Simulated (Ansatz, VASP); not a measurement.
# Two plane-wave programs on SiGe

POSCAR

```
SiGe
1.0
    3.8068400161      0.0000000000      0.0000000000
   -1.9034200081      3.2968201621      0.0000000000
    0.0000000000      0.0000000000      6.4507830000
Si Ge
2 2
Direct
    0.6666666667      0.3333333333      0.8746070000
    0.3333333333      0.6666666667      0.3746070000
    0.6666666667      0.3333333333      0.5003920000
    0.3333333333      0.6666666667      0.0003920000
```

File INCAR.step1:

```
SYSTEM = SiGe
PREC     = Accurate       ! precision mode
ENCUT    = 520            ! plane-wave cutoff, eV
ISMEAR   = 0              ! smearing method
SIGMA    = 0.05           ! smearing width, eV
LREAL    = .FALSE.        ! projectors in reciprocal space
LASPH    = .TRUE.         ! aspherical terms in the spheres
NELM     = 80             ! most SCF steps
NBANDS   = 26             ! bands
GGA      = PE             ! functional
ALGO     = Normal         ! electronic algorithm
EDIFF    = 1E-4           ! SCF threshold, eV
LWAVE    = .TRUE.         ! write WAVECAR
LCHARG   = .FALSE.        ! write CHGCAR
```

The input INCAR.step2:

```
SYSTEM = SiGe
PREC     = Accurate       ! precision mode
ENCUT    = 520            ! plane-wave cutoff, eV
EDIFF    = 1E-7           ! SCF threshold, eV
ISMEAR   = 0              ! smearing method
SIGMA    = 0.05           ! smearing width, eV
LREAL    = .FALSE.        ! projectors in reciprocal space
LASPH    = .TRUE.         ! aspherical terms in the spheres
NELM     = 80             ! most SCF steps
ALGO     = Normal         ! electronic algorithm
ISIF     = 2              ! what is computed and relaxed
LWAVE    = .FALSE.        ! write WAVECAR
LCHARG   = .FALSE.        ! write CHGCAR
METAGGA  = R2SCAN         ! meta-GGA
LMIXTAU  = .TRUE.       
NBANDS   = 26             ! bands
ISTART   = 1
```

File KPOINTS:

```
regular mesh
0
G
  12 12 4
  0 0 0
```

Input for Ansatz:

```yaml
crystal:
  lattice:
    - [3.8068400161, 0.0, 0.0]
    - [-1.9034200081, 3.2968201621, 0.0]
    - [0.0, 0.0, 6.450783]
  atoms:
    - { symbol: Si, position: [0.6666666667, 0.3333333333, 0.874607] }
    - { symbol: Si, position: [0.3333333333, 0.6666666667, 0.374607] }
    - { symbol: Ge, position: [0.6666666667, 0.3333333333, 0.500392] }
    - { symbol: Ge, position: [0.3333333333, 0.6666666667, 0.000392] }
basis:
  ecutwfc: 500
kpoints:
  mp_grid: { grid: [12, 12, 4] }
hamiltonian:
  xc: r2scan
scf:
  occupations: { method: gaussian, width: 0.05 }
output:
  forces: true
  stress: true
  eigenvalues: true
  write_density: true
  write_potential: true
  elf: true
  volumetric_format: npy
```

Change from the starting cell: strain -0.025 along x and y, +0.000 along z, atoms carried along.

Alike in both runs: task single point; functional r2SCAN; k mesh 12 × 12 × 4; occupations gaussian, width 0.05 eV; no spin polarisation.

|  | VASP | Ansatz |
| --- | --- | --- |
| version | VASP 6.6.1 | Ansatz 0.2.0 |
| potentials or method | VASP PAW PBE potentials, release 64 (Si, Ge_d), cutoff 520 eV | scalar-relativistic, plane waves, PAW |
| valence electrons in the cell | 36 | 36 |

```tsv
	VASP	Ansatz	Ansatz less VASP
gap on the k mesh at the Fermi level (eV)	0.70	0.70	-0.001
least direct gap on the mesh (eV)	1.22	1.23	+0.007
pressure (GPa)	4.9	4.9	+0.05
traceless stress, the component that is largest in VASP (GPa)	-4.08	-4.08	-0.002
rms of the force components (eV/Å)	0.189	0.187	-0.0021
```

VASP's potentials were made for PBE, not for r2SCAN. Atom by atom the forces differ by 0.002 eV/Å (rms over components).
